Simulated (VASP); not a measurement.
# TiNi (P4/mmm) in VASP: single point with LDA

Aim: the single point of TiNi with LDA.

Program: VASP 6.6.1. These are calculated values, not measurements. Logs are shortened: lines on timing, memory, paths and dates and some standing lists are left out, and cuts for length are marked.

## (1) The cell of the first run

It takes space group P4/mmm (No. 123, tetragonal). Conventional cell: a = 2.736 Å, b = 2.736 Å, c = 3.581 Å, α = 90.00°, β = 90.00°, γ = 90.00°. Ti (site symmetry 4/mmm) has 8 Ni at 2.64 Å and 6 Ti at 2.74 to 3.58 Å within 3.6 Å. Within 3.6 Å of Ni (site symmetry 4/mmm) lie 8 Ti at 2.64 Å and 6 Ni at 2.74 to 3.58 Å.

## (2) Single point, LDA, non-collinear spin, typed start

Input file INCAR:

```
ALGO = Normal ; EDIFF = 1E-7
ENCUT = 520 ; GGA = CA
ISIF = 2 ; ISMEAR = -1
LASPH = True ; LCHARG = False
LMAXMIX = 4 ; LNONCOLLINEAR = True
LORBIT = 11 ; LREAL = False
LWAVE = False ; MAGMOM = 0 0 1 0 0 1.5
NBANDS = 34 ; NELM = 150
PREC = Accurate ; SIGMA = 0.08
```

Input file KPOINTS:

```
k-points
0
Gamma
  12 12 9
```

Input file POSCAR:

```
TiNi
1.0
    2.7358030000      0.0000000000      0.0000000000
    0.0000000000      2.7358030000      0.0000000000
    0.0000000000      0.0000000000      3.5814100000
Ti Ni
1 1
Direct
    0.5000000000      0.5000000000      0.5000000000
    0.0000000000      0.0000000000      0.0000000000
```

Potentials or basis: VASP PAW LDA potentials, release 64 (Ti_sv, Ni).

Started as:

```console
$ cat potpaw_LDA.64/Ti_sv/POTCAR potpaw_LDA.64/Ni/POTCAR > POTCAR
$ mpirun -np 1 vasp_ncl > vasp.out
```

OUTCAR:

```text
EDIFF = 1E-7
   ENCUT = 520
   GGA = CA
   ISIF = 2
   ISMEAR = -1
   LASPH = True
   LNONCOLLINEAR = True
   LORBIT = 11
   LREAL = False
   NELM = 150
   PREC = Accurate

 ion  position               nearest neighbor table
   1  0.500  0.500  0.500-   2 2.64   2 2.64   2 2.64   2 2.64   2 2.64   2 2.64   2 2.64   2 2.64

   2  0.000  0.000  0.000-   1 2.64   1 2.64   1 2.64   1 2.64   1 2.64   1 2.64   1 2.64   1 2.64

  LATTYP: Found a simple tetragonal cell.
 ALAT       =     2.7358030000
 C/A-ratio  =     1.3090891413

  Lattice vectors:

 A1 = (   2.7358030000,   0.0000000000,   0.0000000000)
 A2 = (   0.0000000000,   2.7358030000,   0.0000000000)
 A3 = (   0.0000000000,   0.0000000000,   3.5814100000)

Analysis of symmetry for initial positions (statically):
=====================================================================
 Subroutine PRICEL returns:
 Original cell was already a primitive cell.

 Routine SETGRP: Setting up the symmetry group for a
 simple tetragonal supercell.

 Subroutine GETGRP returns: Found 16 space group operations
 (whereof 16 operations were pure point group operations)
 out of a pool of 16 trial point group operations.

The static configuration has the point symmetry D_4h.

Analysis of symmetry for dynamics (positions and initial velocities):
=====================================================================
 Subroutine PRICEL returns:
 Original cell was already a primitive cell.

 Routine SETGRP: Setting up the symmetry group for a
 simple tetragonal supercell.

 Subroutine GETGRP returns: Found 16 space group operations
 (whereof 16 operations were pure point group operations)
 out of a pool of 16 trial point group operations.

The dynamic configuration has the point symmetry D_4h.

Analysis of structural, dynamic, and magnetic symmetry:
=====================================================================
 Subroutine PRICEL returns:
 Original cell was already a primitive cell.

 Routine SETGRP: Setting up the symmetry group for a
 simple tetragonal supercell.

 Subroutine GETGRP returns: Found  8 space group operations
 (whereof  8 operations were pure point group operations)
 out of a pool of 16 trial point group operations.

The overall configuration has the point symmetry C_4h.

 Subroutine INISYM returns: Found  8 space group operations
 (whereof  8 operations are pure point group operations),
 and found     1 'primitive' translations

----------------------------------------------------------------------------------------

                                     Primitive cell

  volume of cell :      26.8055

  direct lattice vectors                    reciprocal lattice vectors
     2.735803000  0.000000000  0.000000000     0.365523395  0.000000000  0.000000000
     0.000000000  2.735803000  0.000000000     0.000000000  0.365523395  0.000000000
     0.000000000  0.000000000  3.581410000     0.000000000  0.000000000  0.279219637

  length of vectors
     2.735803000  2.735803000  3.581410000     0.365523395  0.365523395  0.279219637

  position of ions in fractional coordinates (direct lattice)
     0.500000000  0.500000000  0.500000000
     0.000000000  0.000000000  0.000000000

  ion indices of the primitive-cell ions
   primitive index   ion index
                 1           1
                 2           2

----------------------------------------------------------------------------------------

 KPOINTS: k-points

Automatic generation of k-mesh.
 Grid dimensions read from file:
 generate k-points for:   12   12    9

 Generating k-lattice:

  Cartesian coordinates                     Fractional coordinates (reciprocal lattice)
     0.030460283  0.000000000  0.000000000     0.083333333  0.000000000  0.000000000
     0.000000000  0.030460283  0.000000000     0.000000000  0.083333333  0.000000000
     0.000000000  0.000000000  0.031024404     0.000000000  0.000000000  0.111111111

  Length of vectors
     0.030460283  0.030460283  0.031024404

  Shift w.r.t. Gamma in fractional coordinates (k-lattice)
     0.000000000  0.000000000  0.000000000

 Subroutine IBZKPT returns following result:
 ===========================================

 Found    190 irreducible k-points:

 Following reciprocal coordinates:
            Coordinates               Weight
  0.000000  0.000000  0.000000      1.000000
  0.083333  0.000000  0.000000      4.000000
  0.166667  0.000000  0.000000      4.000000
  0.250000  0.000000  0.000000      4.000000
  0.333333  0.000000  0.000000      4.000000
  0.416667  0.000000  0.000000      4.000000
[... 16 lines left out ...]
  0.416667  0.166667  0.000000      4.000000
 -0.416667  0.166667  0.000000      4.000000
 [... further k-points ...]
   k-points           NKPTS =    190   k-points in BZ     NKDIM =    190   number of bands    NBANDS=     34
   number of dos      NEDOS =    301   number of ions     NIONS =      2
   total plane-waves  NPLWV =  11200
   dimension x,y,z NGX =    20 NGY =   20 NGZ =   28
   dimension x,y,z NGXF=    40 NGYF=   40 NGZF=   56
   ions per type =               1   1
   NGX,Y,Z   is equivalent  to a cutoff of  12.15, 12.15, 13.00 a.u.
   NGXF,Y,Z  is equivalent  to a cutoff of  24.31, 24.31, 25.99 a.u.
 SYSTEM =  unknown system
   PREC   = accura    normal or accurate (medium, high low for compatibility)
   ISTART =      0    job   : 0-new  1-cont  2-samecut
   ICHARG =      2    charge: 1-file 2-atom 10-const
   ISPIN  =      1    spin polarized calculation?
   LNONCOLLINEAR =      T non collinear calculations
   LSORBIT =      F    spin-orbit coupling
   LASPH  =      T    aspherical Exc in radial PAW
   ENCUT  =  520.0 eV  38.22 Ry    6.18 a.u.   5.09  5.09  6.66*2*pi/ulx,y,z
   NELM   =    150;   NELMIN=  2; NELMDL= -5     # of ELM steps
   EDIFF  = 0.1E-06   stopping-criterion for ELM
   LREAL  =      F    real-space projection
   EDIFFG = 0.1E-05   stopping-criterion for IOM
   NSW    =      0    number of steps for IOM
   IBRION =     -1    ionic relax: 0-MD 1-quasi-New 2-CG
   NFREE  =      0    steps in history (QN), initial steepest desc. (CG)
   ISIF   =      2    stress and relaxation
   ISYM   =      2    0-nonsym 1-usesym 2-fastsym
   POTIM  = 0.5000    time-step for ionic-motion
   TEBEG  =    0.0;   TEEND  =   0.0 temperature during run
   PSTRESS=    0.0 pullay stress
   NELECT =      22.0000    total number of electrons
   NUPDOWN=      -1.0000    fix difference up-down
   EMIN   =  10.00;   EMAX   =-10.00  energy-range for DOS
   EFERMI =   0.00;   METHOD = LEGACY
   ISMEAR =    -1;   SIGMA  =   0.08  broadening in eV -4-tet -1-fermi 0-gaus
   EFERMI_NEDOS =   21; number of points for ismear=-14 and -15
   IALGO  =     38    algorithm
   IMIX   =      4    mixing-type and parameters
     AMIX     =   0.40;   BMIX     =  1.00
     AMIX_MAG =   1.60;   BMIX_MAG =  1.00
  volume/ion in A,a.u.               =      13.40        90.45
  Fermi-wavevector in a.u.,A,eV,Ry     =   1.532761  2.896499 31.964941  2.349357
  Thomas-Fermi vector in A             =   2.639922
   LORBIT       =     11    0 simple, 1 ext, 2 COOP (PROOUT), +10 PAW based schemes
   GGA     = CA    functional components
   LHFCALC =     F    Hartree Fock is set to
   AEXX    =    0.0000 exact exchange contribution
   IVDW    =     0    specifies the selected vdW correction
   LEPSILON=     F    determine dielectric tensor
   LRPA    =     F    only Hartree local field effects (RPA)
  energy-cutoff  :      520.00
  volume of cell :       26.81
 maximum number of plane-waves:      1476
   NGX = 11   NGY = 11   NGZ = 13

 number of electron      22.0000032 magnetization       0.0000000     -0.0000000     -0.0004480

 number of electron      22.0000032 magnetization      -0.0000000      0.0000000      0.0003024

 number of electron      22.0000032 magnetization       0.0000000      0.0000000      0.0001516

 number of electron      22.0000032 magnetization      -0.0000000     -0.0000000     -0.0000579

 Free energy of the ion-electron system (eV)
  ---------------------------------------------------
  ext. energy  EPLUGINS =         0.00000000
  ---------------------------------------------------
  free energy    TOTEN  =       -15.82251180 eV

  energy without entropy =      -15.76815089  energy(sigma->0) =      -15.79533135

 E-fermi :   9.0631     XC(G=0): -12.7894

 val. band max:        9.0546266834   @ k =   0.3333   0.0833   0.0000
 cond. band min:       9.0732650640   @ k =   0.5000   0.2500   0.0000
 fundamental gap:      0.0186383806
 Fermi energy:         9.0631113839

 k-point     1 :       0.0000    0.0000    0.0000
  band No.  band energies     occupation
      1     -47.0897      1.00000
      2     -47.0897      1.00000
      3     -23.7167      1.00000
      4     -23.7167      1.00000
      5     -23.3685      1.00000
      6     -23.3685      1.00000
[... 26 lines left out ...]
     33      20.9167      0.00000
     34      20.9175      0.00000
[... 820 lines left out ...]
      4     -23.9502      1.00000
      5     -23.6318      1.00000
      6     -23.6318      1.00000
[... 26 lines left out ...]
     33      20.3323      0.00000
     34      20.3323      0.00000

 [... further k-points ...]

------------------------ aborting loop because EDIFF is reached ----------------------------------------

  FORCE on cell =-STRESS in cart. coord.  units (eV):
  Direction    XX          YY          ZZ          XY          YZ          ZX
  --------------------------------------------------------------------------------------
  -------------------------------------------------------------------------------------
  Total       -1.8082888     -1.8082888     -2.2188564      0.0000001      0.0000000      0.0000000
  in kB     -108.0823265   -108.0823265   -132.6221591      0.0000080      0.0000000      0.0000000
  external PRESSURE =    -116.2622707 kB  Pullay stress =       0.0000000 kB

 VOLUME and BASIS-vectors are now :
 -----------------------------------------------------------------------------
  energy-cutoff  :      520.00
  volume of cell :       26.81
      direct lattice vectors                 reciprocal lattice vectors
     2.735803000  0.000000000  0.000000000     0.365523395  0.000000000  0.000000000
     0.000000000  2.735803000  0.000000000     0.000000000  0.365523395  0.000000000
     0.000000000  0.000000000  3.581410000     0.000000000  0.000000000  0.279219637

 POSITION                                       TOTAL-FORCE (eV/Angst)
 -----------------------------------------------------------------------------------
      1.36790      1.36790      1.79070         0.000000      0.000000      0.000000
      0.00000      0.00000      0.00000         0.000000      0.000000      0.000000
 -----------------------------------------------------------------------------------
    total drift:                               -0.000000      0.000000      0.000000

  FREE ENERGIE OF THE ION-ELECTRON SYSTEM (eV)
  ---------------------------------------------------
  free  energy   TOTEN  =       -15.8225118021 eV

  energy  without entropy=      -15.7681508915  energy(sigma->0) =      -15.79533135

 total charge

# of ion       s       p       d       tot
------------------------------------------
    1        2.248   6.143   1.936  10.327
    2        0.551   0.475   8.322   9.347
--------------------------------------------------
tot          2.799   6.618  10.258  19.674

 magnetization (x)

# of ion       s       p       d       tot
------------------------------------------
    1       -0.000   0.000   0.000   0.000
    2        0.000  -0.000  -0.000  -0.000
--------------------------------------------------
tot         -0.000  -0.000   0.000  -0.000

 magnetization (y)

# of ion       s       p       d       tot
------------------------------------------
    1        0.000   0.000   0.000   0.000
    2        0.000  -0.000  -0.000  -0.000
--------------------------------------------------
tot          0.000  -0.000   0.000   0.000

 magnetization (z)

# of ion       s       p       d       tot
------------------------------------------
    1       -0.000   0.000  -0.000   0.000
    2       -0.000   0.000  -0.000  -0.000
--------------------------------------------------
tot         -0.000   0.000  -0.000  -0.000
```

Run time: 8.6 min. Hardware: 1 thread of Oxide Virtual Turin-like, shared host; peak memory 0.32 GiB.

Results:

```yaml
Free_energy: -15.8225 eV
Pressure: -11.6 GPa
Band_gap_on_the_k_mesh: zero (bands 22 and 23 overlap by 3.16 eV)
Net_moment: 0.00 μB per cell
Valence_electrons_inside_the_program's_atomic_spheres: Ti 10.33; Ni 9.35
```

Moments on the atoms (μB; x, y, z):
```
Ti  0.00 0.00 0.00
Ni  0.00 0.00 0.00
```

Caveat: the cell stands under tension.
